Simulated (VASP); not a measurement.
Wanted: the native input for a VASP 6.6.1 run.

```yaml
Task: relaxation of cell and atoms
Functional: PBE
Potentials_or_basis: VASP PAW PBE potentials, release 64 (Ge_d)
Cutoff: 600 eV
k_mesh: 15 × 15 × 15
Occupations: fermi-dirac, width 0.1 eV
Spin: no spin polarisation
Target_pressure: 390 GPa
Dipole_correction: no
Further_INCAR_settings: ALGO = Normal; EDIFF = 1e-07; IBRION = 2; EDIFFG = -0.005; NSW = 32; ISIF = 3
```

The structure of Ge lies in POSCAR:

```
Ge
1.0
    0.0000000000      2.1349718765      2.1349718765
    2.1349718765      0.0000000000      2.1349718765
    2.1349718765      2.1349718765      0.0000000000
Ge
2
Direct
   -0.1250000000     -0.1250000000     -0.1250000000
    0.1250000000      0.1250000000      0.1250000000
```

The input as run:

INCAR

```
SYSTEM = Ge
  ALGO = Normal
  EDIFF = 1E-7
  EDIFFG = -0.005
  ENCUT = 600
  GGA = PE
  IBRION = 2
  ISIF = 3
  ISMEAR = -1
  LASPH = .TRUE.
  LCHARG = .FALSE.
  LREAL = .FALSE.
  LWAVE = .FALSE.
  NELM = 80
  NSW = 32
  PREC = Accurate
  PSTRESS = 3900.0
  SIGMA = 0.1
```

KPOINTS

```
k-points
0
G
  15 15 15
  0 0 0
```

Potentials or basis: VASP PAW PBE potentials, release 64 (Ge_d).

The run is started by

```bash
$ cat potpaw_PBE.64/Ge_d/POTCAR > POTCAR
$ mpirun -np 1 vasp_std > vasp.out
```

Results of the run:

* Relaxed volume: 9.91 Å³/atom
* Relaxed cell: a = 3.038 Å, b = 3.038 Å, c = 3.038 Å, α = 60.00°, β = 60.00°, γ = 60.00°
* Space group after relaxing (to 0.05 Å): Fd-3m (No. 227)
* Energy change on relaxing (the enthalpy is what falls): -450.0 meV/atom
* Ionic steps: 4
* Pressure after relaxing: 389.9 GPa
* Band gap on the k mesh: zero (band 14 reaches 18.13 eV, above the bottom of band 15 at 16.20 eV)

Caveat: the cell is relaxed towards a set pressure, so the enthalpy falls and the energy may rise.

Wall time 86 s on 1 thread of Intel(R) Xeon(R) 6975P-C (Granite Rapids), on a shared host, peak memory 0.17 GiB.
